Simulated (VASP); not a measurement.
Write the native input for VASP 6.6.1 that does the following.

* Task: single point
* Functional: LDA
* Potentials or basis: VASP PAW LDA potentials, release 64 (Si)
* Cutoff: 520 eV
* k mesh: 10 × 10 × 10
* Occupations: gaussian, width 0.03 eV
* Spin: no spin polarisation
* Dipole correction: no
* Further INCAR settings: ALGO = Normal; EDIFF = 1e-06; NBANDS = 16

The structure of Si lies in POSCAR:

```
Si
1.0
   -3.1641260714      3.1477623800      1.8114141835
    3.2154110890     -3.1748549252      1.9469991735
    3.2013491494      3.2120780032     -1.8582814545
Si
4
Direct
    0.1390475378      0.0912735845      0.3377660259
    0.8924033079      0.9451134430      0.6840827464
    0.1749042614      0.8343272057     -0.0152023738
    0.7936448929      0.1292857668     -0.0066463985
```

This cell differs from its parent crystal: atoms moved at random and the cell strained at random.

These files were run (other wordings do the same):

INCAR

```
SYSTEM = Si
PREC = Accurate ; ENCUT = 520
EDIFF = 1E-6 ; ISMEAR = 0
SIGMA = 0.03 ; LREAL = .False.
LASPH = .True. ; NELM = 80
ALGO = Normal ; ISIF = 2
LWAVE = .False. ; LCHARG = .False.
GGA = CA ; NBANDS = 16
```

KPOINTS

```
Automatic mesh
0
Gamma
  10 10 10
  0 0 0
```

Potentials or basis: VASP PAW LDA potentials, release 64 (Si).

Launch:

```bash
$ cat potpaw_LDA.64/Si/POTCAR > POTCAR
$ mpirun -np 1 vasp_std > vasp.out
```

Results of the run:

The pressure is 19.4 GPa and the largest force is 7.028 eV/Å. The band gap on the k mesh is zero (bands 8 and 9 overlap by 1.88 eV).

Caveat: the cell differs from its parent crystal (atoms moved at random and the cell strained at random); the cell stands under pressure; forces of over 1 eV/Å act on the atoms, so gaps and moduli don't describe the material at rest.

Wall time 8.2 min on 1 thread of Intel(R) Xeon(R) Platinum 8488C (Sapphire Rapids), on a shared host, peak memory 0.5 GiB.
